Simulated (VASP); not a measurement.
Here is a VASP 6.6.1 calculation.

Contents of POSCAR:

```
NaH
1.0
    0.0839129301      2.4814252199      2.4814252199
    2.4814252199      0.0839129301      2.4814252199
    2.4814252199      2.4814252199      0.0839129301
Na H
1 1
Direct
    0.0000000000      0.0000000000      0.0000000000
    0.5000000000      0.5000000000      0.5000000000
```

File INCAR.step1:

```
PREC     = Accurate       # precision mode
ENCUT    = 520            # plane-wave cutoff, eV
EDIFF    = 1E-5           # SCF threshold, eV
ISMEAR   = 0              # smearing method
SIGMA    = 0.01           # smearing width, eV
LREAL    = F              # projectors in reciprocal space
LASPH    = T              # aspherical terms in the spheres
NELM     = 80             # most SCF steps
ALGO     = Normal         # electronic algorithm
ISIF     = 2              # what is computed and relaxed
LWAVE    = T              # write WAVECAR
NBANDS   = 11             # bands
GGA      = PE             # functional
```

INCAR.step2

```
PREC     = Accurate       # precision mode
ENCUT    = 520            # plane-wave cutoff, eV
EDIFF    = 1E-6           # SCF threshold, eV
ISMEAR   = 0              # smearing method
SIGMA    = 0.01           # smearing width, eV
LREAL    = F              # projectors in reciprocal space
LASPH    = T              # aspherical terms in the spheres
NELM     = 80             # most SCF steps
ALGO     = Normal         # electronic algorithm
ISIF     = 2              # what is computed and relaxed
LWAVE    = F              # write WAVECAR
LCHARG   = T              # write CHGCAR
GGA      = PE             # functional
LHFCALC  = T              # exact exchange
HFSCREEN = 0.2079         # screening, 1/A
PRECFOCK = Normal       
LELF     = T              # ELF
LVHAR    = T            
NBANDS   = 11             # bands
ISTART   = 1
```

The input KPOINTS:

```
regular mesh
0
Gamma
  6 6 6
```

Potentials or basis: VASP PAW PBE potentials, release 64 (Na_pv, H).

Command:

```bash
$ cat potpaw_PBE.64/Na_pv/POTCAR potpaw_PBE.64/H/POTCAR > POTCAR
$ cp INCAR.step1 INCAR
$ mpirun -np 1 vasp_std > vasp.out
$ cp INCAR.step2 INCAR
$ mpirun -np 1 vasp_std > vasp.out
```

**Question.** Predict the pressure.

**Answer.** -1.0 GPa.

**Question.** Estimate the band gap on the k mesh.

**Answer.** 4.47 eV (least direct gap 5.59 eV).

Stress tensor (GPa, compression positive):
```
-1.00 -0.84 -0.84
-0.84 -1.00 -0.84
-0.84 -0.84 -1.00
```

Caveat: the cell differs from its parent crystal (strain along [111] +5.2%); the structure was generated, so it needn't be the stable form of NaH; the PAW data sets were made with another functional, which shifts forces and pressure a little. A k mesh can miss the band edges.
